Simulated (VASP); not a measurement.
# PbSe (Clausthalite) (Fm-3m) in VASP: single point with LDA

Aim: the single point of PbSe (Clausthalite) with LDA.

Everything below comes from runs of VASP 6.6.1. Logs are shortened: lines on timing, memory, paths and dates and some standing lists are left out, and cuts for length are marked.

**1. The cell of the first run**

The structure is cubic, space group Fm-3m (No. 225). Conventional cell: a = 6.121 Å, b = 6.121 Å, c = 6.121 Å, α = 90.00°, β = 90.00°, γ = 90.00°. Within 4.0 Å of Pb (site symmetry m-3m) lie 6 Se at 3.06 Å. Within 4.0 Å of Se (site symmetry m-3m) lie 6 Pb at 3.06 Å.

**2. Single point, LDA**

File INCAR:

```
SYSTEM = PbSe
ALGO     = Normal         ! electronic algorithm
EDIFF    = 1E-6           ! SCF threshold, eV
ENCUT    = 500            ! plane-wave cutoff, eV
GGA_COMPAT= .False.      
ISIF     = 2              ! what is computed and relaxed
ISMEAR   = 0              ! smearing method
LASPH    = .True.         ! aspherical terms in the spheres
LCHARG   = .False.        ! write CHGCAR
LREAL    = .False.        ! projectors in reciprocal space
LWAVE    = .False.        ! write WAVECAR
NBANDS   = 17             ! bands
NELM     = 120            ! most SCF steps
PREC     = Accurate       ! precision mode
SIGMA    = 0.01           ! smearing width, eV
```

File KPOINTS:

```
k-points
0
Gamma
  4 4 4
  0 0 0
```

File POSCAR:

```
PbSe
1.0
    0.0000000000      3.0606500000      3.0606500000
    3.0606500000      0.0000000000      3.0606500000
    3.0606500000      3.0606500000      0.0000000000
Pb Se
1 1
Direct
    0.0000000000      0.0000000000      0.0000000000
    0.5000000000      0.5000000000      0.5000000000
```

Potentials or basis: VASP PAW LDA potentials, release 64 (Pb_d, Se).

Run with:

```console
> cat potpaw_LDA.64/Pb_d/POTCAR potpaw_LDA.64/Se/POTCAR > POTCAR
> mpirun -np 1 vasp_std > vasp.out
```

OUTCAR:

```text
SYSTEM = PbSe
   EDIFF = 1E-6
   ENCUT = 500
   ISIF = 2
   ISMEAR = 0
   LASPH = .True.
   LREAL = .False.
   NELM = 120
   PREC = Accurate

 ion  position               nearest neighbor table
   1  0.000  0.000  0.000-   2 3.06   2 3.06   2 3.06   2 3.06   2 3.06   2 3.06
   2  0.500  0.500  0.500-   1 3.06   1 3.06   1 3.06   1 3.06   1 3.06   1 3.06

  LATTYP: Found a face centered cubic cell.
 ALAT       =     6.1213000000

  Lattice vectors:

 A1 = (   0.0000000000,   3.0606500000,   3.0606500000)
 A2 = (   3.0606500000,   0.0000000000,   3.0606500000)
 A3 = (   3.0606500000,   3.0606500000,   0.0000000000)

Analysis of symmetry for initial positions (statically):
=====================================================================
 Subroutine PRICEL returns:
 Original cell was already a primitive cell.

 Routine SETGRP: Setting up the symmetry group for a
 face centered cubic supercell.

 Subroutine GETGRP returns: Found 48 space group operations
 (whereof 48 operations were pure point group operations)
 out of a pool of 48 trial point group operations.

The static configuration has the point symmetry O_h .

Analysis of symmetry for dynamics (positions and initial velocities):
=====================================================================
 Subroutine PRICEL returns:
 Original cell was already a primitive cell.

 Routine SETGRP: Setting up the symmetry group for a
 face centered cubic supercell.

 Subroutine GETGRP returns: Found 48 space group operations
 (whereof 48 operations were pure point group operations)
 out of a pool of 48 trial point group operations.

The dynamic configuration has the point symmetry O_h .

 Subroutine INISYM returns: Found 48 space group operations
 (whereof 48 operations are pure point group operations),
 and found     1 'primitive' translations

----------------------------------------------------------------------------------------

                                     Primitive cell

  volume of cell :      57.3418

  direct lattice vectors                    reciprocal lattice vectors
     0.000000000  3.060650000  3.060650000    -0.163363991  0.163363991  0.163363991
     3.060650000  0.000000000  3.060650000     0.163363991 -0.163363991  0.163363991
     3.060650000  3.060650000  0.000000000     0.163363991  0.163363991 -0.163363991

[... 61 lines left out ...]
   LNONCOLLINEAR =      F non collinear calculations
   LSORBIT =      F    spin-orbit coupling
   LASPH  =      T    aspherical Exc in radial PAW
   ENCUT  =  500.0 eV  36.75 Ry    6.06 a.u.   7.89  7.89  7.89*2*pi/ulx,y,z
   NELM   =    120;   NELMIN=  2; NELMDL= -5     # of ELM steps
   EDIFF  = 0.1E-05   stopping-criterion for ELM
   LREAL  =      F    real-space projection
   EDIFFG = 0.1E-04   stopping-criterion for IOM
   NSW    =      0    number of steps for IOM
   IBRION =     -1    ionic relax: 0-MD 1-quasi-New 2-CG
   NFREE  =      0    steps in history (QN), initial steepest desc. (CG)
   ISIF   =      2    stress and relaxation
   ISYM   =      2    0-nonsym 1-usesym 2-fastsym
   POTIM  = 0.5000    time-step for ionic-motion
   TEBEG  =    0.0;   TEEND  =   0.0 temperature during run
   PSTRESS=    0.0 pullay stress
   NELECT =      20.0000    total number of electrons
   NUPDOWN=      -1.0000    fix difference up-down
   EMIN   =  10.00;   EMAX   =-10.00  energy-range for DOS
   EFERMI =   0.00;   METHOD = LEGACY
   ISMEAR =     0;   SIGMA  =   0.01  broadening in eV -4-tet -1-fermi 0-gaus
   EFERMI_NEDOS =   21; number of points for ismear=-14 and -15
   IALGO  =     38    algorithm
   IMIX   =      4    mixing-type and parameters
     AMIX     =   0.40;   BMIX     =  1.00
     AMIX_MAG =   1.60;   BMIX_MAG =  1.00
  volume/ion in A,a.u.               =      28.67       193.48
  Fermi-wavevector in a.u.,A,eV,Ry     =   1.152377  2.177676 18.068159  1.327972
  Thomas-Fermi vector in A             =   2.289028
   LORBIT       =      0    0 simple, 1 ext, 2 COOP (PROOUT), +10 PAW based schemes
   GGA     = CA    functional components
   LHFCALC =     F    Hartree Fock is set to
   AEXX    =    0.0000 exact exchange contribution
   IVDW    =     0    specifies the selected vdW correction
   LEPSILON=     F    determine dielectric tensor
   LRPA    =     F    only Hartree local field effects (RPA)
 non-spin polarized calculation
 Gauss-broadening in eV      SIGMA  =   0.01
  energy-cutoff  :      500.00
  volume of cell :       57.34
 maximum number of plane-waves:      1475
   NGX = 15   NGY = 15   NGZ = 15

 number of electron      19.9999997 magnetization

 Free energy of the ion-electron system (eV)
  ---------------------------------------------------
  ext. energy  EPLUGINS =         0.00000000
  ---------------------------------------------------
  free energy    TOTEN  =        -9.43551805 eV

  energy without entropy =       -9.43551805  energy(sigma->0) =       -9.43551805

 E-fermi :   4.9834     XC(G=0):  -9.8473

 val. band max:        4.9054681119   @ k =   0.5000   0.0000   0.0000
 cond. band min:       5.0686335212   @ k =   0.5000   0.0000   0.0000
 fundamental gap:      0.1631654093
 Fermi energy:         4.9834244401

 k-point     1 :       0.0000    0.0000    0.0000
  band No.  band energies     occupation
      1     -11.8727      2.00000
      2     -11.8727      2.00000
      3     -11.8703      2.00000
      4     -11.8703      2.00000
      5     -11.8703      2.00000
      6      -8.7096      2.00000
[... 137 lines left out ...]
      4     -11.8577      2.00000
      5     -11.8243      2.00000
      6      -7.2321      2.00000
[... 9 lines left out ...]
     16      16.6664      0.00000
     17      17.5776      0.00000

------------------------ aborting loop because EDIFF is reached ----------------------------------------

  FORCE on cell =-STRESS in cart. coord.  units (eV):
  Direction    XX          YY          ZZ          XY          YZ          ZX
  --------------------------------------------------------------------------------------
  -------------------------------------------------------------------------------------
  Total       -0.7188844     -0.7188844     -0.7188844     -0.0000000      0.0000000     -0.0000000
  in kB      -20.0862384    -20.0862384    -20.0862384     -0.0000000      0.0000000     -0.0000000
  external PRESSURE =     -20.0862384 kB  Pullay stress =       0.0000000 kB

 VOLUME and BASIS-vectors are now :
 -----------------------------------------------------------------------------
  energy-cutoff  :      500.00
  volume of cell :       57.34
      direct lattice vectors                 reciprocal lattice vectors
     0.000000000  3.060650000  3.060650000    -0.163363991  0.163363991  0.163363991
     3.060650000  0.000000000  3.060650000     0.163363991 -0.163363991  0.163363991
     3.060650000  3.060650000  0.000000000     0.163363991  0.163363991 -0.163363991

 POSITION                                       TOTAL-FORCE (eV/Angst)
 -----------------------------------------------------------------------------------
      0.00000      0.00000      0.00000         0.000000      0.000000      0.000000
      3.06065      3.06065      3.06065         0.000000      0.000000     -0.000000
 -----------------------------------------------------------------------------------
    total drift:                                0.000000     -0.000000     -0.000000

  FREE ENERGIE OF THE ION-ELECTRON SYSTEM (eV)
  ---------------------------------------------------
  free  energy   TOTEN  =        -9.4355180549 eV

  energy  without entropy=       -9.4355180549  energy(sigma->0) =       -9.43551805
```

stdout:

```text
POSCAR found type information on POSCAR PbSe
 POSCAR found :  2 types and       2 ions
 scaLAPACK will be used
 LDA part: xc-table for (Slater(with rela. corr.)+CA(PZ))
 , standard interpolation
 POSCAR, INCAR and KPOINTS ok, starting setup
 FFT: planning ... GRIDC
 FFT: planning ... GRID_SOFT
 FFT: planning ... GRID
 WAVECAR not read
 entering main loop
```

It took 8.5 s on 1 thread of Intel Xeon Platinum 8259CL at 2.50GHz (Skylake/Cascade Lake), shared host; peak memory 0.15 GiB.

What came out:

```
Free energy            : -9.4355 eV
Pressure               : -2.0 GPa
Band gap on the k mesh : 0.16 eV, direct
```

Levels at points of the mesh, in eV from the valence-band top:
```
           k point  band 8  band 9  band 10  band 11  band 12  band 13
(0.00, 0.00, 0.00)   -1.87   -1.87    -1.87     4.60     4.60     4.60
(0.50, 0.00, 0.00)   -1.45   -1.45     0.00     0.16     1.61     1.61
(0.50, 0.50, 0.00)   -5.02   -3.24    -3.24     3.61     5.51     5.51
```

Caveat: the k points lie up to 0.44 Å⁻¹ apart; spin-orbit coupling is left out, which moves the levels of the heavy elements.
